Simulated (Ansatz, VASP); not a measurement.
Two plane-wave programs on Ta4C3

Contents of INCAR:

```
SYSTEM = Ta4C3
ALGO     = Normal         ! electronic algorithm
EDIFF    = 1E-6           ! SCF threshold, eV
ENCUT    = 520            ! plane-wave cutoff, eV
GGA      = PS             ! functional
ISIF     = 2              ! what is computed and relaxed
ISMEAR   = 1              ! smearing method
LASPH    = .True.         ! aspherical terms in the spheres
LCHARG   = .True.         ! write CHGCAR
LELF     = .True.         ! ELF
LREAL    = .False.        ! projectors in reciprocal space
LVHAR    = .True.       
LWAVE    = .False.        ! write WAVECAR
NBANDS   = 37             ! bands
NELM     = 60             ! most SCF steps
PREC     = Accurate       ! precision mode
SIGMA    = 0.1            ! smearing width, eV
```

File KPOINTS:

```
k-points
0
Gamma
  5 5 5
  0 0 0
```

File POSCAR:

```
Ta4C3
1.0
    4.4452810000      0.0000000000      0.0000000000
    0.0000000000      4.4452810000      0.0000000000
    0.0000000000      0.0000000000      4.4452810000
Ta C
4 3
Direct
    0.0000000000      0.5000000000      0.5000000000
    0.5000000000      0.0000000000      0.5000000000
    0.5000000000      0.5000000000      0.0000000000
    0.0000000000      0.0000000000      0.0000000000
    0.5000000000      0.0000000000      0.0000000000
    0.0000000000      0.5000000000      0.0000000000
    0.0000000000      0.0000000000      0.5000000000
```

Input for Ansatz:

```yaml
crystal:
  lattice:
    - [4.445281, 0.0, 0.0]
    - [0.0, 4.445281, 0.0]
    - [0.0, 0.0, 4.445281]
  atoms:
    - { symbol: Ta, position: [0.0, 0.5, 0.5] }
    - { symbol: Ta, position: [0.5, 0.0, 0.5] }
    - { symbol: Ta, position: [0.5, 0.5, 0.0] }
    - { symbol: Ta, position: [0.0, 0.0, 0.0] }
    - { symbol: C, position: [0.5, 0.0, 0.0] }
    - { symbol: C, position: [0.0, 0.5, 0.0] }
    - { symbol: C, position: [0.0, 0.0, 0.5] }
kpoints:
  mp_grid:
    grid: [5, 5, 5]
hamiltonian:
  xc: pbesol
scf:
  occupations:
    method: cold
    width: 0.1
basis:
  ecutwfc: "510 eV"
output:
  forces: true
  stress: true
  eigenvalues: true
```

Alike in both runs: task single point; functional PBEsol; k mesh 5 × 5 × 5; no spin polarisation.

|  | VASP | Ansatz |
| --- | --- | --- |
| version | VASP 6.6.1 | Ansatz 0.2.0 |
| potentials or method | VASP PAW PBE potentials, release 64 (Ta_pv, C), cutoff 520 eV | plane waves, PAW |
| occupations | methfessel-paxton of order 1, width 0.1 eV | cold, width 0.1 eV |
| valence electrons in the cell | 56 | 64 |

|  | VASP | Ansatz | Ansatz less VASP |
| --- | --- | --- | --- |
| gap on the k mesh at the Fermi level (eV) | none | none | - |
| pressure (GPa) | -7.9 | -8.5 | -0.60 |

VASP's potentials were made for PBE, not for PBEsol. A gap of «none» marks a metal or a gap that the smearing closes. VASP's potentials hold 56 valence electrons a cell and Ansatz's 64, so a difference there can come from the potentials and not from the codes.

Spin-orbit coupling is off throughout.
